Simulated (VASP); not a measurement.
Crystal: Be.

```
Be
1.0
     2.21422    0.00000    0.00000
    -1.10711    1.91757    0.00000
     0.00000    0.00000    3.50000
Be
2
Direct
  0.33333 0.66667 0.25000
  0.66667 0.33333 0.75000
```

| Property | Result |
| --- | --- |
| Program | VASP 6.6.1 |
| Task | relaxation of cell and atoms |
| Functional | PBEsol |
| Potentials or basis | VASP PAW PBE potentials, release 64 (Be) |
| Cutoff | 600 eV |
| k mesh | 21 × 21 × 12 |
| Occupations | gaussian, width 0.1 eV |
| Spin | no spin polarisation |

At the start: pressure 7.6 GPa; volume 7.43 Å³/atom.

How do energy, volume and symmetry change on relaxing?

Over 7 steps the energy falls by 9.7 meV/atom and the volume is 7.86 Å³/atom (+5.8 %); space group P6_3/mmc (No. 194, to 0.05 Å).

The path:
```tsv
step	energy change (eV)	largest force (eV/Å)	pressure (GPa)	volume (Å³)
1	0.0000	0.0000	7.61	14.86
2	-0.0193	0.0000	0.66	15.63
3	-0.0194	0.0000	-0.01	15.72
4	-0.0194	0.0000	0.12	15.70
5	-0.0195	0.0000	0.12	15.70
6	-0.0195	0.0000	0.12	15.70
7	-0.0195	0.0000	0.01	15.72
```

Final structure:
```
CELL_PARAMETERS angstrom
2.25721 0.00000 0.00000
-1.12860 1.95480 0.00000
0.00000 0.00000 3.56197
ATOMIC_POSITIONS crystal
Be 0.33333 0.66667 0.25000
Be 0.66667 0.33333 0.75000
```

Caveat: the PAW data sets were made with another functional, which shifts forces and pressure a little.
